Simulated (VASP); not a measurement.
# H (Cm) in VASP: single point with r2SCAN

Aim: the single point of H with r2SCAN.

Program: VASP 6.6.1. These are calculated values, not measurements. Logs are shortened: lines on timing, memory, paths and dates and some standing lists are left out, and cuts for length are marked.

### 1 The cell of the first run

It takes space group Cm (No. 8, monoclinic). The conventional cell has a = 5.463 Å, b = 3.297 Å, c = 6.314 Å, α = 90.00°, β = 90.00°, γ = 90.00°. H (site symmetry m) has 1 H at 0.77 Å within 1.0 Å. H (site symmetry m) has 1 H at 0.77 Å within 1.0 Å. H (site symmetry m) has 1 H at 0.74 Å within 1.0 Å. H (site symmetry m) has 1 H at 0.74 Å within 1.0 Å.

### 2 Single point, r2SCAN (atom 1 (H) moved by (+0.000, +0.200) A along y and z)

Input file POSCAR:

```
H
1.0
    1.6485318600     -2.7316882300      0.0000000000
    1.6485318600      2.7316882300      0.0000000000
    0.0000000000      0.0000000000      6.3137686200
H
4
Direct
    0.5678085000      0.4321915000      1.0311917522
    0.4321915000      0.5678085000      0.0004850500
    0.4321915000      0.5678085000      0.4995149500
    0.5678085000      0.4321915000      0.5004850500
```

Input file INCAR.step1:

```
SYSTEM = H
PREC = Accurate
ENCUT = 520
ISMEAR = 0
SIGMA = 0.05
LREAL = .False.
LASPH = .True.
NELM = 100
NBANDS = 10
GGA = PE
ALGO = Normal
EDIFF = 1E-4
LWAVE = .True.
LCHARG = .False.
```

Input file INCAR.step2:

```
SYSTEM = H
PREC = Accurate
ENCUT = 520
EDIFF = 1E-7
ISMEAR = 0
SIGMA = 0.05
LREAL = .False.
LASPH = .True.
NELM = 100
ALGO = Normal
ISIF = 2
LWAVE = .False.
LCHARG = .False.
METAGGA = R2SCAN
LMIXTAU = .True.
NBANDS = 10
ISTART = 1
```

Input file KPOINTS:

```
regular mesh
0
Gamma
  10 10 6
  0 0 0
```

Potentials or basis: VASP PAW PBE potentials, release 64 (H).

On the command line:

```
$ cat potpaw_PBE.64/H/POTCAR > POTCAR
$ cp INCAR.step1 INCAR
$ mpirun -np 1 vasp_std > vasp.out
$ cp INCAR.step2 INCAR
$ mpirun -np 1 vasp_std > vasp.out
```

OUTCAR:

```text
SYSTEM = H
   PREC = Accurate
   ENCUT = 520
   EDIFF = 1E-7
   ISMEAR = 0
   LREAL = .False.
   LASPH = .True.
   NELM = 100
   ISIF = 2
   METAGGA = R2SCAN
   ISTART = 1

 ion  position               nearest neighbor table
   1  0.568  0.432  0.031-   2 0.77
   2  0.432  0.568  0.000-   1 0.77
   3  0.432  0.568  0.500-   4 0.74
   4  0.568  0.432  0.500-   3 0.74

  LATTYP: Found a base centered orthorhombic cell.
 ALAT       =     3.2970637200
 B/A-ratio  =     1.6570430310
 C/A-ratio  =     1.9149671211

  Lattice vectors:

 A1 = (   1.6485318600,  -2.7316882300,   0.0000000000)
 A2 = (   1.6485318600,   2.7316882300,   0.0000000000)
 A3 = (   0.0000000000,   0.0000000000,   6.3137686200)

Analysis of symmetry for initial positions (statically):
=====================================================================
 Subroutine PRICEL returns:
 Original cell was already a primitive cell.

 Routine SETGRP: Setting up the symmetry group for a
 base centered orthorhombic supercell.

 Subroutine GETGRP returns: Found  2 space group operations
 (whereof  2 operations were pure point group operations)
 out of a pool of  8 trial point group operations.

The static configuration has the point symmetry C_1h.

Analysis of symmetry for dynamics (positions and initial velocities):
=====================================================================
 Subroutine PRICEL returns:
 Original cell was already a primitive cell.

 Routine SETGRP: Setting up the symmetry group for a
 base centered orthorhombic supercell.

 Subroutine GETGRP returns: Found  2 space group operations
 (whereof  2 operations were pure point group operations)
 out of a pool of  8 trial point group operations.

The dynamic configuration has the point symmetry C_1h.

 Subroutine INISYM returns: Found  2 space group operations
 (whereof  2 operations are pure point group operations),
 and found     1 'primitive' translations

----------------------------------------------------------------------------------------

                                     Primitive cell

  volume of cell :      56.8653

  direct lattice vectors                    reciprocal lattice vectors
     1.648531860 -2.731688230  0.000000000     0.303300174 -0.183036993  0.000000000
     1.648531860  2.731688230  0.000000000     0.303300174  0.183036993  0.000000000
     0.000000000  0.000000000  6.313768620     0.000000000  0.000000000  0.158384011

  length of vectors
     3.190576418  3.190576418  6.313768620     0.354250669  0.354250669  0.158384011

  position of ions in fractional coordinates (direct lattice)
     0.567808500  0.432191500  0.031191752
     0.432191500  0.567808500  0.000485050
     0.432191500  0.567808500  0.499514950
     0.567808500  0.432191500  0.500485050

  ion indices of the primitive-cell ions
   primitive index   ion index
                 1           1
                 2           2
                 3           3
                 4           4

----------------------------------------------------------------------------------------

 KPOINTS: regular mesh

Automatic generation of k-mesh.
 Grid dimensions read from file:
 generate k-points for:   10   10    6

 Generating k-lattice:

  Cartesian coordinates                     Fractional coordinates (reciprocal lattice)
     0.030330017 -0.018303699  0.000000000     0.100000000  0.000000000  0.000000000
     0.030330017  0.018303699  0.000000000     0.000000000  0.100000000  0.000000000
     0.000000000  0.000000000  0.026397335     0.000000000  0.000000000  0.166666667

  Length of vectors
     0.035425067  0.035425067  0.026397335

  Shift w.r.t. Gamma in fractional coordinates (k-lattice)
     0.000000000  0.000000000  0.000000000

 Subroutine IBZKPT returns following result:
 ===========================================

 Found    172 irreducible k-points:

 Following reciprocal coordinates:
            Coordinates               Weight
  0.000000  0.000000  0.000000      1.000000
  0.100000  0.000000  0.000000      4.000000
  0.200000  0.000000  0.000000      4.000000
  0.300000 -0.000000  0.000000      4.000000
  0.400000  0.000000  0.000000      4.000000
  0.500000 -0.000000  0.000000      2.000000
[... 16 lines left out ...]
  0.300000  0.300000  0.000000      2.000000
  0.400000  0.300000  0.000000      4.000000
 [... further k-points ...]
   k-points           NKPTS =    172   k-points in BZ     NKDIM =    172   number of bands    NBANDS=     10
   number of dos      NEDOS =    301   number of ions     NIONS =      4
   total plane-waves  NPLWV =  27648
   dimension x,y,z NGX =    24 NGY =   24 NGZ =   48
   dimension x,y,z NGXF=    48 NGYF=   48 NGZF=   96
   ions per type =               4
   NGX,Y,Z   is equivalent  to a cutoff of  12.51, 12.51, 12.64 a.u.
   NGXF,Y,Z  is equivalent  to a cutoff of  25.01, 25.01, 25.28 a.u.
 SYSTEM =  H
   PREC   = accura    normal or accurate (medium, high low for compatibility)
   ISTART =      1    job   : 0-new  1-cont  2-samecut
   ICHARG =      0    charge: 1-file 2-atom 10-const
   ISPIN  =      1    spin polarized calculation?
   LNONCOLLINEAR =      F non collinear calculations
   LSORBIT =      F    spin-orbit coupling
   LASPH  =      T    aspherical Exc in radial PAW
   ENCUT  =  520.0 eV  38.22 Ry    6.18 a.u.   5.93  5.93 11.74*2*pi/ulx,y,z
   NELM   =    100;   NELMIN=  2; NELMDL=  0     # of ELM steps
   EDIFF  = 0.1E-06   stopping-criterion for ELM
   LREAL  =      F    real-space projection
   EDIFFG = 0.1E-05   stopping-criterion for IOM
   NSW    =      0    number of steps for IOM
   IBRION =     -1    ionic relax: 0-MD 1-quasi-New 2-CG
   NFREE  =      0    steps in history (QN), initial steepest desc. (CG)
   ISIF   =      2    stress and relaxation
   ISYM   =      2    0-nonsym 1-usesym 2-fastsym
   POTIM  = 0.5000    time-step for ionic-motion
   TEBEG  =    0.0;   TEEND  =   0.0 temperature during run
   PSTRESS=    0.0 pullay stress
   NELECT =       4.0000    total number of electrons
   NUPDOWN=      -1.0000    fix difference up-down
   EMIN   =  10.00;   EMAX   =-10.00  energy-range for DOS
   EFERMI =   0.00;   METHOD = LEGACY
   ISMEAR =     0;   SIGMA  =   0.05  broadening in eV -4-tet -1-fermi 0-gaus
   EFERMI_NEDOS =   21; number of points for ismear=-14 and -15
   IALGO  =     38    algorithm
   IMIX   =      4    mixing-type and parameters
     AMIX     =   0.40;   BMIX     =  1.00
     AMIX_MAG =   1.60;   BMIX_MAG =  1.00
  volume/ion in A,a.u.               =      14.22        95.94
  Fermi-wavevector in a.u.,A,eV,Ry     =   0.675791  1.277060  6.213693  0.456694
  Thomas-Fermi vector in A             =   1.752912
   LORBIT       =      0    0 simple, 1 ext, 2 COOP (PROOUT), +10 PAW based schemes
   METAGGA = R2SCAN    functional components
   LHFCALC =     F    Hartree Fock is set to
   AEXX    =    0.0000 exact exchange contribution
   IVDW    =     0    specifies the selected vdW correction
   LEPSILON=     F    determine dielectric tensor
   LRPA    =     F    only Hartree local field effects (RPA)
 non-spin polarized calculation
 Gauss-broadening in eV      SIGMA  =   0.05
  energy-cutoff  :      520.00
  volume of cell :       56.87
 maximum number of plane-waves:      1550
   NGX = 11   NGY = 11   NGZ = 23

 number of electron       3.9999998 magnetization

 Free energy of the ion-electron system (eV)
  ---------------------------------------------------
  ext. energy  EPLUGINS =         0.00000000
  ---------------------------------------------------
  free energy    TOTEN  =       -13.77579538 eV

  energy without entropy =      -13.77579538  energy(sigma->0) =      -13.77579538

 E-fermi :  -8.6589     XC(G=0):  -4.7452

 val. band max:       -8.9384356056   @ k =   0.4000   0.4000   0.0000
 cond. band min:      -0.0075213517   @ k =   0.5000   0.5000   0.0000
 fundamental gap:      8.9309142539
 Fermi energy:        -8.6588837763

 k-point     1 :       0.0000    0.0000    0.0000
  band No.  band energies     occupation
      1     -10.8873      2.00000
      2     -10.1598      2.00000
      3       1.0222      0.00000
      4       4.4185      0.00000
      5       8.3112      0.00000
      6       9.1438      0.00000
      7       9.4058      0.00000
      8      10.9439      0.00000
      9      13.3921      0.00000
     10      13.9800      0.00000

 k-point     2 :       0.1000    0.0000    0.0000
  band No.  band energies     occupation
      1     -10.7945      2.00000
      2     -10.0805      2.00000
      3       1.2096      0.00000
      4       4.1446      0.00000
      5       7.8243      0.00000
      6       8.1551      0.00000
      7       9.8808      0.00000
      8      11.0717      0.00000
      9      12.1490      0.00000
     10      14.3677      0.00000

 k-point     3 :       0.2000    0.0000    0.0000
  band No.  band energies     occupation
      1     -10.5383      2.00000
      2      -9.8630      2.00000
      3       1.7642      0.00000
      4       3.3418      0.00000
      5       6.2092      0.00000
      6       7.7286      0.00000
      7       9.9145      0.00000
      8      10.7240      0.00000
      9      11.4599      0.00000
     10      13.4110      0.00000

 k-point     4 :       0.3000   -0.0000    0.0000
  band No.  band energies     occupation
      1     -10.1898      2.00000
      2      -9.5721      2.00000
      3       2.1876      0.00000
      4       2.7501      0.00000
      5       4.7367      0.00000
      6       7.5282      0.00000
      7       9.4919      0.00000
      8       9.7080      0.00000
      9      10.7560      0.00000
     10      12.1436      0.00000

 k-point     5 :       0.4000    0.0000    0.0000
  band No.  band energies     occupation
      1      -9.8751      2.00000
      2      -9.3144      2.00000
      3       1.3292      0.00000
      4       3.5539      0.00000
      5       4.1085      0.00000
      6       7.5343      0.00000
      7       8.2880      0.00000
      8       8.6398      0.00000
      9       9.5651      0.00000
     10      12.4948      0.00000

 k-point     6 :       0.5000   -0.0000    0.0000
  band No.  band energies     occupation
      1      -9.7455      2.00000
      2      -9.2098      2.00000
      3       0.9857      0.00000
      4       3.2758      0.00000
      5       5.0171      0.00000
      6       6.8684      0.00000
      7       7.7376      0.00000
      8       8.1968      0.00000
      9       9.4697      0.00000
     10      12.2608      0.00000
[... 183 lines left out ...]
 k-point    21 :      -0.3000    0.2000    0.0000
  band No.  band energies     occupation
      1     -10.2124      2.00000
      2      -9.5779      2.00000
      3       1.9212      0.00000
      4       2.5121      0.00000
      5       4.2271      0.00000
      6       8.0660      0.00000
      7      10.0537      0.00000
      8      11.0856      0.00000
      9      11.8366      0.00000
     10      12.5655      0.00000

 k-point    22 :      -0.2000    0.2000    0.0000
  band No.  band energies     occupation
      1     -10.4653      2.00000
      2      -9.7924      2.00000
      3       1.7902      0.00000
      4       2.7872      0.00000
      5       5.1196      0.00000
      6       8.4695      0.00000
      7      11.2061      0.00000
      8      11.2142      0.00000
      9      13.0727      0.00000
     10      13.2334      0.00000

 k-point    23 :       0.3000    0.3000    0.0000
  band No.  band energies     occupation
      1      -9.5608      2.00000
      2      -9.0509      2.00000
      3       2.0478      0.00000
      4       2.9164      0.00000
      5       3.8237      0.00000
      6       5.7533      0.00000
      7       5.7656      0.00000
      8       8.6692      0.00000
      9       9.1739      0.00000
     10      12.1112      0.00000

 k-point    24 :       0.4000    0.3000    0.0000
  band No.  band energies     occupation
      1      -9.4855      2.00000
      2      -8.9827      2.00000
      3       1.1385      0.00000
      4       3.0244      0.00000
      5       3.8462      0.00000
      6       6.0185      0.00000
      7       6.6285      0.00000
      8       8.2287      0.00000
      9       9.3326      0.00000
     10      11.9333      0.00000

 [... further k-points ...]
[... 5 lines left out ...]
  --------------------------------------------------------------------------------------
  -------------------------------------------------------------------------------------
  Total        0.0207174     -0.5737287     -0.0070779      0.0000000      0.1531771      0.0000000
  in kB        0.5837134    -16.1647882     -0.1994183      0.0000000      4.3157606      0.0000000
  external PRESSURE =      -5.2601644 kB  Pullay stress =       0.0000000 kB

 VOLUME and BASIS-vectors are now :
 -----------------------------------------------------------------------------
  energy-cutoff  :      520.00
  volume of cell :       56.87
      direct lattice vectors                 reciprocal lattice vectors
     1.648531860 -2.731688230  0.000000000     0.303300174 -0.183036993  0.000000000
     1.648531860  2.731688230  0.000000000     0.303300174  0.183036993  0.000000000
     0.000000000  0.000000000  6.313768620     0.000000000  0.000000000  0.158384011

 POSITION                                       TOTAL-FORCE (eV/Angst)
 -----------------------------------------------------------------------------------
      1.64853     -0.37046      0.19694         0.000000      0.799636     -0.203764
      1.64853      0.37046      0.00306         0.000000     -0.799363      0.191572
      1.64853      0.37046      3.15382         0.000000      0.009887      0.002898
      1.64853     -0.37046      3.15995         0.000000     -0.010160      0.009295
 -----------------------------------------------------------------------------------
    total drift:                                0.000000     -0.000002     -0.000163

  FREE ENERGIE OF THE ION-ELECTRON SYSTEM (eV)
  ---------------------------------------------------
  free  energy   TOTEN  =       -13.7757953807 eV

  energy  without entropy=      -13.7757953807  energy(sigma->0) =      -13.77579538
```

It took 3.5 min on 1 thread of AMD EPYC 7R13 (Zen 3), shared host; peak memory 0.18 GiB.

Results:

| Item | Value |
| --- | --- |
| Free energy | -13.7758 eV |
| Pressure | -0.5 GPa |
| Largest force | 0.825 eV/Å |
| Band gap on the k mesh | 8.93 eV (least direct gap 8.94 eV) |

Forces in eV/Å, atoms in the order of the input:
```
H    0.000  0.800 -0.204
H    0.000 -0.799  0.192
H    0.000  0.010  0.003
H    0.000 -0.010  0.009
```

Levels at points of the mesh, in eV from the valence-band top:
| k point | band 1 | band 2 | band 3 | band 4 | band 5 |
| --- | --- | --- | --- | --- | --- |
| (0.00, 0.00, 0.00) | -1.95 | -1.22 | 9.96 | 13.36 | 17.25 |
| (0.50, 0.00, 0.00) | -0.81 | -0.27 | 9.92 | 12.21 | 13.96 |
| (0.50, 0.50, 0.00) | -0.52 | -0.01 | 8.93 | 10.85 | 14.53 |
| (0.00, 0.00, 0.50) | -1.70 | -1.52 | 11.41 | 11.68 | 17.36 |
| (0.50, 0.00, 0.50) | -0.64 | -0.46 | 10.66 | 10.85 | 15.29 |
| (0.50, 0.50, 0.50) | -0.37 | -0.18 | 9.58 | 9.78 | 15.72 |

Caveat: the cell differs from its parent crystal (atom 1 (H) moved by (+0.000, +0.200) A along y and z); the PAW data sets were made with another functional, which shifts forces and pressure a little.
